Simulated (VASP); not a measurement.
# TiSi16 (a cell with a defect) in VASP: a series of runs

The runs below take TiSi16 (a cell with a defect) through single point, with PBE.

All numbers are computed with VASP 6.6.1; they aren't measurements. Logs are shortened: lines on timing, memory, paths and dates and some standing lists are left out, and cuts for length are marked.

### Step 1. The cell of the first run

The cell holds a defect, 17 atoms: a = 7.679 Å, b = 7.679 Å, c = 7.679 Å, α = 60.00°, β = 60.00°, γ = 60.00°.

### Step 2. Single point, PBE

INCAR

```
PREC     = Accurate       # precision mode
ENCUT    = 400            # plane-wave cutoff, eV
EDIFF    = 1E-6           # SCF threshold, eV
ISMEAR   = -1             # smearing method
SIGMA    = 0.05           # smearing width, eV
LREAL    = F              # projectors in reciprocal space
LASPH    = T              # aspherical terms in the spheres
NELM     = 120            # most SCF steps
ALGO     = Normal         # electronic algorithm
ISIF     = 2              # what is computed and relaxed
LWAVE    = F              # write WAVECAR
LCHARG   = F              # write CHGCAR
GGA      = PE             # functional
NBANDS   = 52             # bands
GGA_COMPAT= F
```

KPOINTS

```
regular mesh
0
Gamma
  2 2 2
```

POSCAR

```
TiSi16
1.0
    0.0000000000      5.4300000000      5.4300000000
    5.4300000000      0.0000000000      5.4300000000
    5.4300000000      5.4300000000      0.0000000000
Si Ti
16 1
Direct
   -0.0255524862      0.0224953959      0.0287569061
    0.1698066298      0.1077624309      0.1122375691
    0.0241344383     -0.0073756906      0.4904143646
    0.0913996317      0.1290423573      0.6585451197
    0.0700276243      0.4916666667     -0.0282780847
    0.1294475138      0.6415469613      0.1402578269
   -0.0269429098      0.5006998158      0.5389871087
    0.1544751381      0.6106261510      0.6017495396
    0.5475598527      0.0104880295     -0.0143738490
    0.6085635359      0.1488581952      0.1977716390
    0.4336924494     -0.0003591160      0.5996224678
    0.6437753223      0.1176979742      0.6159852670
    0.4905524862      0.5021362799      0.0120810313
    0.7095119705      0.6494935543      0.0045211786
    0.5268968692      0.4782596685      0.4410957643
    0.5710497238      0.6291712707      0.6488029466
    0.7186464088      0.7698802947      0.2553130755
```

Potentials or basis: VASP PAW PBE potentials, release 64 (Si, Ti_sv).

Command:

```
cat potpaw_PBE.64/Si/POTCAR potpaw_PBE.64/Ti_sv/POTCAR > POTCAR
mpirun -np 1 vasp_std > vasp.out
```

OUTCAR:

```text
PREC = Accurate
   ENCUT = 400
   EDIFF = 1E-6
   ISMEAR = -1
   LREAL = F
   LASPH = T
   NELM = 120
   ISIF = 2
   GGA = PE

 ion  position               nearest neighbor table
   1  0.974  0.022  0.029-  10 2.33   4 2.33   2 2.34   6 2.40  17 2.77
   2  0.170  0.108  0.112-   1 2.34   3 2.37   9 2.38   5 2.41
   3  0.024  0.993  0.490-   4 2.36   2 2.37  12 2.38   8 2.40
   4  0.091  0.129  0.659-  11 2.18   1 2.33   7 2.33   3 2.36
   5  0.070  0.492  0.972-  14 2.33   8 2.34   6 2.41   2 2.41
   6  0.129  0.642  0.140-  13 2.27   1 2.40   5 2.41   7 2.51  17 2.58
   7  0.973  0.501  0.539-   8 2.27   4 2.33   6 2.51  16 2.53  17 2.92
   8  0.154  0.611  0.602-   7 2.27   5 2.34  15 2.36   3 2.40
   9  0.548  0.010  0.986-  12 2.34  14 2.36   2 2.38  17 2.43  10 2.64
  10  0.609  0.149  0.198-  13 2.28   1 2.33  17 2.45  11 2.55   9 2.64
  11  0.434  1.000  0.600-   4 2.18  12 2.28  16 2.38  10 2.55
  12  0.644  0.118  0.616-  11 2.28  15 2.30   9 2.34   3 2.38
  13  0.491  0.502  0.012-   6 2.27  10 2.28  16 2.30  14 2.42
  14  0.710  0.649  0.005-   5 2.33   9 2.36  13 2.42  17 2.56  15 2.77
  15  0.527  0.478  0.441-  12 2.30   8 2.36  16 2.60  17 2.69  14 2.77
  16  0.571  0.629  0.649-  13 2.30  11 2.38  17 2.47   7 2.53  15 2.60
  17  0.719  0.770  0.255-   9 2.43  10 2.45  16 2.47  14 2.56   6 2.58  15 2.69   1 2.77   7 2.92

  LATTYP: Found a face centered cubic cell.
 ALAT       =    10.8600000000

  Lattice vectors:

 A1 = (   0.0000000000,   5.4300000000,   5.4300000000)
 A2 = (   5.4300000000,   0.0000000000,   5.4300000000)
 A3 = (   5.4300000000,   5.4300000000,   0.0000000000)

Analysis of symmetry for initial positions (statically):
=====================================================================
 Subroutine PRICEL returns:
 Original cell was already a primitive cell.

 Routine SETGRP: Setting up the symmetry group for a
 face centered cubic supercell.

 Subroutine GETGRP returns: Found  1 space group operations
 (whereof  1 operations were pure point group operations)
 out of a pool of 48 trial point group operations.

The static configuration has the point symmetry C_1 .

Analysis of symmetry for dynamics (positions and initial velocities):
=====================================================================
 Subroutine PRICEL returns:
 Original cell was already a primitive cell.

 Routine SETGRP: Setting up the symmetry group for a
 face centered cubic supercell.

 Subroutine GETGRP returns: Found  1 space group operations
 (whereof  1 operations were pure point group operations)
 out of a pool of 48 trial point group operations.

The dynamic configuration has the point symmetry C_1 .

 Subroutine INISYM returns: Found  1 space group operations
 (whereof  1 operations are pure point group operations),
 and found     1 'primitive' translations

----------------------------------------------------------------------------------------

                                     Primitive cell

  volume of cell :     320.2060

  direct lattice vectors                    reciprocal lattice vectors
     0.000000000  5.430000000  5.430000000    -0.092081031  0.092081031  0.092081031
     5.430000000  0.000000000  5.430000000     0.092081031 -0.092081031  0.092081031
     5.430000000  5.430000000  0.000000000     0.092081031  0.092081031 -0.092081031

  length of vectors
     7.679179644  7.679179644  7.679179644     0.159489025  0.159489025  0.159489025

  position of ions in fractional coordinates (direct lattice)
     0.974447514  0.022495396  0.028756906
     0.169806630  0.107762431  0.112237569
     0.024134438  0.992624309  0.490414365
     0.091399632  0.129042357  0.658545120
     0.070027624  0.491666667  0.971721915
     0.129447514  0.641546961  0.140257827
[... 9 lines left out ...]
     0.571049724  0.629171271  0.648802947
     0.718646409  0.769880295  0.255313075

  ion indices of the primitive-cell ions
   primitive index   ion index
                 1           1
                 2           2
                 3           3
                 4           4
                 5           5
                 6           6
[... 9 lines left out ...]
                16          16
                17          17

----------------------------------------------------------------------------------------

 KPOINTS: regular mesh

Automatic generation of k-mesh.
 Grid dimensions read from file:
 generate k-points for:    2    2    2

 Generating k-lattice:

  Cartesian coordinates                     Fractional coordinates (reciprocal lattice)
    -0.046040516  0.046040516  0.046040516     0.500000000  0.000000000  0.000000000
     0.046040516 -0.046040516  0.046040516     0.000000000  0.500000000  0.000000000
     0.046040516  0.046040516 -0.046040516     0.000000000  0.000000000  0.500000000

  Length of vectors
     0.079744512  0.079744512  0.079744512

  Shift w.r.t. Gamma in fractional coordinates (k-lattice)
[... 36 lines left out ...]
   LREAL  =      F    real-space projection
   EDIFFG = 0.1E-04   stopping-criterion for IOM
   NSW    =      0    number of steps for IOM
   IBRION =     -1    ionic relax: 0-MD 1-quasi-New 2-CG
   NFREE  =      0    steps in history (QN), initial steepest desc. (CG)
   ISIF   =      2    stress and relaxation
   ISYM   =      2    0-nonsym 1-usesym 2-fastsym
   POTIM  = 0.5000    time-step for ionic-motion
   TEBEG  =    0.0;   TEEND  =   0.0 temperature during run
   PSTRESS=    0.0 pullay stress
   NELECT =      76.0000    total number of electrons
   NUPDOWN=      -1.0000    fix difference up-down
   EMIN   =  10.00;   EMAX   =-10.00  energy-range for DOS
   EFERMI =   0.00;   METHOD = LEGACY
   ISMEAR =    -1;   SIGMA  =   0.05  broadening in eV -4-tet -1-fermi 0-gaus
   EFERMI_NEDOS =   21; number of points for ismear=-14 and -15
   IALGO  =     38    algorithm
   IMIX   =      4    mixing-type and parameters
     AMIX     =   0.40;   BMIX     =  1.00
     AMIX_MAG =   1.60;   BMIX_MAG =  1.00
  volume/ion in A,a.u.               =      18.84       127.11
  Fermi-wavevector in a.u.,A,eV,Ry     =   1.013607  1.915439 13.978610  1.027399
  Thomas-Fermi vector in A             =   2.146786
   LORBIT       =      0    0 simple, 1 ext, 2 COOP (PROOUT), +10 PAW based schemes
   GGA     = PE    functional components
   LHFCALC =     F    Hartree Fock is set to
   AEXX    =    0.0000 exact exchange contribution
   IVDW    =     0    specifies the selected vdW correction
   LEPSILON=     F    determine dielectric tensor
   LRPA    =     F    only Hartree local field effects (RPA)
 non-spin polarized calculation
  energy-cutoff  :      400.00
  volume of cell :      320.21
 maximum number of plane-waves:      5817
   NGX = 25   NGY = 25   NGZ = 25

 number of electron      76.0000001 magnetization

 Free energy of the ion-electron system (eV)
  ---------------------------------------------------
  ext. energy  EPLUGINS =         0.00000000
  ---------------------------------------------------
  free energy    TOTEN  =       -90.49150583 eV

  energy without entropy =      -90.43078704  energy(sigma->0) =      -90.46114643

 E-fermi :   6.8200     XC(G=0):  -9.8047

 val. band max:        6.7664178566   @ k =   0.5000   0.5000   0.5000
 cond. band min:       6.8462083074   @ k =   0.5000   0.0000   0.0000
 fundamental gap:      0.0797904509
 Fermi energy:         6.8199593805

 k-point     1 :       0.0000    0.0000    0.0000
  band No.  band energies     occupation
      1     -50.0073      2.00000
      2     -26.3966      2.00000
      3     -26.3445      2.00000
      4     -26.3236      2.00000
      5      -5.6720      2.00000
      6      -3.4062      2.00000
[... 42 lines left out ...]
     49       8.4533      0.00000
     50       8.5506      0.00000

 k-point     2 :       0.5000    0.0000    0.0000
  band No.  band energies     occupation
      1     -50.0073      2.00000
      2     -26.3966      2.00000
      3     -26.3445      2.00000
      4     -26.3236      2.00000
      5      -4.9022      2.00000
      6      -4.8131      2.00000
[... 310 lines left out ...]
 k-point     8 :       0.5000    0.0000    0.5000
  band No.  band energies     occupation
      1     -50.0072      2.00000
      2     -26.3966      2.00000
      3     -26.3445      2.00000
      4     -26.3236      2.00000
      5      -4.6747      2.00000
      6      -4.5276      2.00000
[... 42 lines left out ...]
     49       9.5882      0.00000
     50      10.2191      0.00000
 [bands above 50 left out]

------------------------ aborting loop because EDIFF is reached ----------------------------------------

  FORCE on cell =-STRESS in cart. coord.  units (eV):
  Direction    XX          YY          ZZ          XY          YZ          ZX
  --------------------------------------------------------------------------------------
  -------------------------------------------------------------------------------------
  Total        0.3313236     10.3123281      5.9262885     -2.2781848      0.3765996     -0.3306109
  in kB        1.6578053     51.5985881     29.6526756    -11.3990867      1.8843471     -1.6542388
  external PRESSURE =      27.6363563 kB  Pullay stress =       0.0000000 kB

 VOLUME and BASIS-vectors are now :
 -----------------------------------------------------------------------------
  energy-cutoff  :      400.00
  volume of cell :      320.21
      direct lattice vectors                 reciprocal lattice vectors
     0.000000000  5.430000000  5.430000000    -0.092081031  0.092081031  0.092081031
     5.430000000  0.000000000  5.430000000     0.092081031 -0.092081031  0.092081031
     5.430000000  5.430000000  0.000000000     0.092081031  0.092081031 -0.092081031

 POSITION                                       TOTAL-FORCE (eV/Angst)
 -----------------------------------------------------------------------------------
      0.27830      5.44740      5.41340        -0.484764      0.286918      0.360839
      1.19460      1.53150      1.50720         0.799395     -0.050614      0.266801
      8.05290      2.79400      5.52100        -0.352831     -0.030446     -0.321797
      4.27660      4.07220      1.19700         0.666224     -1.385301     -0.844713
      7.94620      5.65670      3.05000         0.138135      0.273916     -0.399489
      4.24520      1.46450      4.18650         0.425266     -0.085624     -0.916254
[... 9 lines left out ...]
      6.93940      6.62380      6.51720        -0.632656      0.086912      0.336368
      5.56680      5.28860      8.08270        -0.367536      1.953697      0.007628
 -----------------------------------------------------------------------------------
    total drift:                                0.000025      0.000064     -0.000009

  FREE ENERGIE OF THE ION-ELECTRON SYSTEM (eV)
  ---------------------------------------------------
  free  energy   TOTEN  =       -90.4915058255 eV

  energy  without entropy=      -90.4307870405  energy(sigma->0) =      -90.46114643
```

Run time: 70 s. Hardware: 1 thread of Intel Xeon 6975P-C (Granite Rapids), shared host; peak memory 0.36 GiB.

Results:

```
Free energy            : -90.4915 eV
Pressure               : 2.8 GPa
Largest force          : 2.655 eV/Å
Band gap on the k mesh : zero (band 38 reaches 6.95 eV, above the bottom of band 39 at 6.57 eV)
```

Forces on the atoms (eV/Å):
```
Si  -0.485  0.287  0.361
Si   0.799 -0.051  0.267
Si  -0.353 -0.030 -0.322
Si   0.666 -1.385 -0.845
Si   0.138  0.274 -0.399
Si   0.425 -0.086 -0.916
Si  -0.287 -1.243 -0.226
Si   0.684  0.134  0.787
Si   0.296 -1.073 -0.031
Si   0.307 -0.209 -0.811
Si  -2.281  0.832  1.073
Si   0.042  0.739  0.394
Si   0.271  0.518  0.655
Si   0.274 -0.243 -1.137
Si   0.502 -0.505  0.807
Si  -0.633  0.087  0.336
Ti  -0.368  1.954  0.008
```

Stress tensor (GPa, compression positive):
```
 0.17 -1.14 -0.17
-1.14  5.16  0.19
-0.17  0.19  2.97
```

Caveat: the k points lie up to 0.50 Å⁻¹ apart.

### Step 3. Single point, PBE

INCAR

```
PREC = Accurate ; ENCUT = 400
EDIFF = 1E-6 ; ISMEAR = -1
SIGMA = 0.05 ; LREAL = F
LASPH = T ; NELM = 120
ALGO = Normal ; ISIF = 2
LWAVE = F ; LCHARG = F
GGA = PE ; NBANDS = 52
GGA_COMPAT = F
```

KPOINTS

```
Automatic mesh
0
Gamma
  2 2 2
```

POSCAR

```
TiSi16
1.0
    0.0000000000      5.4300000000      5.4300000000
    5.4300000000      0.0000000000      5.4300000000
    5.4300000000      5.4300000000      0.0000000000
Si Ti
16 1
Direct
    0.0004511971      0.0217219153      0.0089594843
    0.1177348066      0.1628729282      0.1288029466
   -0.0090423573      0.0064088398      0.5213075506
    0.1464640884      0.1172559853      0.6514732965
    0.0139686924      0.5378360958     -0.0265653775
    0.1601933702      0.6317403315      0.1292541436
   -0.0257550645      0.4568968692      0.5891988950
    0.1399355433      0.6381860037      0.6004511971
    0.4743738490      0.0998802947     -0.0723112339
    0.6304143646      0.1231767956      0.1226979742
    0.5140607735     -0.0646132597      0.5434898711
    0.6193278085      0.1176519337      0.5916298343
    0.5421915285      0.4953775322      0.0221731123
    0.6306906077      0.7006353591      0.0599723757
    0.4935267035      0.5042081031      0.4303406998
    0.5846593002      0.5612154696      0.6788029466
    0.7686187845      0.7239594843      0.2955064457
```

Potentials or basis: VASP PAW PBE potentials, release 64 (Si, Ti_sv).

Command:

```
cat potpaw_PBE.64/Si/POTCAR potpaw_PBE.64/Ti_sv/POTCAR > POTCAR
mpirun -np 1 vasp_std > vasp.out
```

It took 74 s on 1 thread of Intel Xeon 6975P-C (Granite Rapids), shared host; peak memory 0.36 GiB.

It converged, with:

```yaml
Free_energy: -89.6091 eV
Pressure: 3.4 GPa
Largest_force: 2.769 eV/Å
Band_gap_on_the_k_mesh: zero (band 38 reaches 6.78 eV, above the bottom of band 39 at 6.52 eV)
```

Forces in eV/Å, atoms in the order of the input:
```
Si   0.219  1.177 -0.457
Si   0.316 -0.277 -0.742
Si  -0.133 -0.232  1.150
Si  -2.212 -0.191 -1.461
Si   0.205  0.717  0.123
Si   0.297  0.132 -0.481
Si   0.979 -2.061  1.569
Si   0.613 -0.271 -0.778
Si   1.114  2.030 -0.639
Si   0.349 -0.441 -0.213
Si  -0.424 -1.484 -0.607
Si   0.278  0.123  2.596
Si  -0.383 -0.681 -1.903
Si   1.203  0.471  1.282
Si  -0.354  1.109  0.767
Si  -0.971  0.352 -0.285
Ti  -1.096 -0.475  0.079
```

Stress tensor (GPa, compression positive):
```
5.98 0.47 0.42
0.47 2.27 0.00
0.42 0.00 1.93
```

Levels at points of the mesh, in eV from the Fermi level:
```tsv
k point	band 35	band 36	band 37	band 38	band 39	band 40	band 41	band 42
(0.00, 0.00, 0.00)	-0.88	-0.52	-0.45	-0.41	-0.20	-0.11	0.19	0.26
(0.50, 0.00, 0.00)	-1.18	-0.68	-0.15	-0.10	0.00	0.34	0.85	0.99
(0.00, 0.50, 0.00)	-1.19	-1.01	-0.24	-0.04	0.10	0.53	0.86	0.96
(0.00, 0.00, 0.50)	-1.17	-0.89	-0.08	0.06	0.17	0.32	0.53	0.80
(0.50, 0.50, 0.50)	-1.02	-0.94	-0.23	-0.14	0.25	0.40	0.72	0.86
(0.50, 0.50, 0.00)	-1.40	-1.27	-0.25	-0.04	0.53	0.79	0.98	1.21
(0.00, 0.50, 0.50)	-1.37	-1.27	-0.21	0.00	0.47	0.74	0.95	1.15
(0.50, 0.00, 0.50)	-1.49	-1.28	-0.37	-0.05	0.69	0.94	1.12	1.24
```

Caveat: the k points lie up to 0.50 Å⁻¹ apart.

### Step 4. Single point, PBE

INCAR

```
PREC = Accurate ; ENCUT = 400
EDIFF = 1E-6 ; ISMEAR = -1
SIGMA = 0.05 ; LREAL = F
LASPH = T ; NELM = 120
ALGO = Normal ; ISIF = 2
LWAVE = F ; LCHARG = T
GGA = PE ; LELF = T
LVHAR = T ; NBANDS = 52
GGA_COMPAT = F
```

KPOINTS is that of step 3.

POSCAR

```
TiSi16
1.0
    0.0000000000      5.4300000000      5.4300000000
    5.4300000000      0.0000000000      5.4300000000
    5.4300000000      5.4300000000      0.0000000000
Si Ti
16 1
Direct
    0.0304972376     -0.0256169429     -0.0053775322
    0.0951841621      0.1661970534      0.0993093923
   -0.0443370166      0.0454604052      0.4972283610
    0.1435635359      0.0868232044      0.6218876611
   -0.0177440147      0.5383701657     -0.0046869245
    0.1722559853      0.5794014733      0.1485174954
    0.0513812155      0.4587476980      0.5525598527
    0.1000644567      0.6664732965      0.6370441989
    0.4699447514      0.0474953959     -0.0203130755
    0.6446869245      0.1325506446      0.0896408840
    0.5108011050     -0.0190883978      0.5080570902
    0.5924401473      0.1800460405      0.6089779006
    0.5601841621      0.4790607735     -0.0055432781
    0.5886279926      0.6732872928      0.1292357274
    0.4765653775      0.5441160221      0.5001749540
    0.7002209945      0.5109760589      0.6560220994
    0.7444751381      0.7510497238      0.2760957643
```

Command:

```
cat potpaw_PBE.64/Si/POTCAR potpaw_PBE.64/Ti_sv/POTCAR > POTCAR
mpirun -np 1 vasp_std > vasp.out
```

Run time: 79 s. Hardware: 1 thread of Intel Xeon 6975P-C (Granite Rapids), shared host; peak memory 0.37 GiB.

It converged, with:

```yaml
Free_energy: -90.2402 eV
Pressure: 3.9 GPa
Largest_force: 2.356 eV/Å
Band_gap_on_the_k_mesh: zero (band 38 reaches 6.91 eV, above the bottom of band 39 at 6.52 eV)
```

Forces on the atoms (eV/Å):
```
Si  -0.232 -0.006 -0.443
Si   0.665  0.926 -0.421
Si  -1.429 -0.328  0.604
Si   0.853  0.429  0.491
Si   0.482  0.886 -0.508
Si   0.635 -0.395  0.121
Si  -1.932 -1.269 -0.121
Si   0.391 -0.164  1.387
Si   0.246  0.151 -0.190
Si  -0.132  0.890 -0.414
Si  -0.296  0.347  0.409
Si  -0.718 -0.074 -1.073
Si   2.293 -0.408 -0.360
Si  -1.111 -0.612 -0.327
Si   0.639 -0.166 -0.400
Si   0.057 -1.246  0.261
Ti  -0.409  1.040  0.982
```

Stress tensor (GPa, compression positive):
```
4.93 0.77 0.83
0.77 1.59 0.54
0.83 0.54 5.30
```

Levels at points of the mesh, in eV from the Fermi level:
```tsv
k point	band 35	band 36	band 37	band 38	band 39	band 40	band 41	band 42
(0.00, 0.00, 0.00)	-0.97	-0.91	-0.74	-0.48	-0.30	-0.02	0.14	0.36
(0.50, 0.00, 0.00)	-1.25	-1.14	-0.48	-0.01	0.14	0.29	0.66	1.01
(0.00, 0.50, 0.00)	-1.31	-1.15	-0.48	-0.09	0.05	0.43	0.67	0.81
(0.00, 0.00, 0.50)	-1.45	-1.16	-0.37	-0.12	0.03	0.40	0.59	0.71
(0.50, 0.50, 0.50)	-1.27	-0.95	-0.49	-0.23	0.12	0.46	0.67	0.80
(0.50, 0.50, 0.00)	-1.68	-1.58	-0.11	0.08	0.60	0.73	0.86	1.07
(0.00, 0.50, 0.50)	-1.71	-1.48	-0.55	0.03	0.51	0.85	0.92	1.25
(0.50, 0.00, 0.50)	-1.61	-1.44	-0.45	-0.08	0.37	0.69	0.82	1.24
```

Caveat: the k points lie up to 0.50 Å⁻¹ apart.
